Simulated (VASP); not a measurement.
The system is BeTe.

```
Be Te
1.0
     0.00000    2.72813    2.72813
     2.72813    0.00000    2.72813
     2.72813    2.72813    0.00000
Be Te
1 1
Direct
  0.00000 0.00000 0.00000
  0.25000 0.25000 0.25000
```

```yaml
Program: VASP 6.6.1
Task: relaxation of cell and atoms
Functional: PBE
Potentials_or_basis: VASP PAW PBE potentials, release 64 (Be, Te)
Cutoff: 600 eV
k_mesh: 8 × 8 × 8
Occupations: gaussian, width 0.02 eV
Spin: no spin polarisation
```

At the start: pressure 8.1 GPa; volume 20.30 Å³/atom.

**Question.** How do energy, volume and symmetry change on relaxing?

**Answer.** Over 3 steps the energy falls by 56.7 meV/atom and the volume is 22.75 Å³/atom (+12.1 %); space group F-43m (No. 216, to 0.05 Å).

The path:
```
step  energy change (eV)  largest force (eV/Å)  pressure (GPa)  volume (Å³)
   1              0.0000                0.0000            8.12        40.61
   2             -0.1058                0.0000           -1.64        46.96
   3             -0.1133                0.0000            0.03        45.50
```

Final structure:
```
Be Te
1.0
     0.00000    2.83359    2.83359
     2.83359    0.00000    2.83359
     2.83359    2.83359    0.00000
Be Te
1 1
Direct
  0.00000 0.00000 0.00000
  0.25000 0.25000 0.25000
```
